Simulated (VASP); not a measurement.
**Ir: single point with PBEsol**

Ir:

```
Ir
1.0
     2.71883    0.00000    0.00000
    -1.35942    2.35458    0.00000
     0.00000    0.00000    4.40807
Ir
2
Direct
  0.66667 0.33333 0.75000
  0.33333 0.66667 0.25000
```

```json
{
  "Program": "VASP 6.6.1",
  "Task": "single point",
  "Functional": "PBEsol",
  "Potentials or basis": "VASP PAW PBE potentials, release 64 (Ir)",
  "Cutoff": "520 eV",
  "k mesh": "21 × 21 × 12",
  "Occupations": "gaussian, width 0.15 eV",
  "Spin": "no spin polarisation",
  "Dipole correction": "no",
  "Further INCAR settings": "ALGO = Normal; EDIFF = 1e-06; NBANDS = 16"
}
```

```yaml
Pressure: 1.1 GPa
Band_gap_on_the_k_mesh: zero (band 9 reaches 11.41 eV, above the bottom of band 10 at 8.02 eV)
```

Stress tensor (GPa, compression positive):
```
0.96 0.00 0.00
0.00 0.96 0.00
0.00 0.00 1.42
```

Levels at points of the mesh, in eV from the Fermi level:
| k point | band 6 | band 7 | band 8 | band 9 | band 10 | band 11 | band 12 | band 13 |
| --- | --- | --- | --- | --- | --- | --- | --- | --- |
| (0.00, 0.00, 0.00) | -3.23 | -3.23 | -2.42 | -2.42 | -0.90 | 0.27 | 0.27 | 7.07 |
| (0.00, 0.00, 0.50) | -4.02 | -4.02 | -4.02 | -0.48 | -0.48 | -0.48 | -0.48 | 13.59 |

It used 160 s of CPU time on 1 thread of AMD EPYC 7R13 Processor (Zen 3), with other jobs on the host.

Caveat: the PAW data sets were made with another functional, which shifts forces and pressure a little; spin-orbit coupling is left out, which moves the levels of the heavy elements.
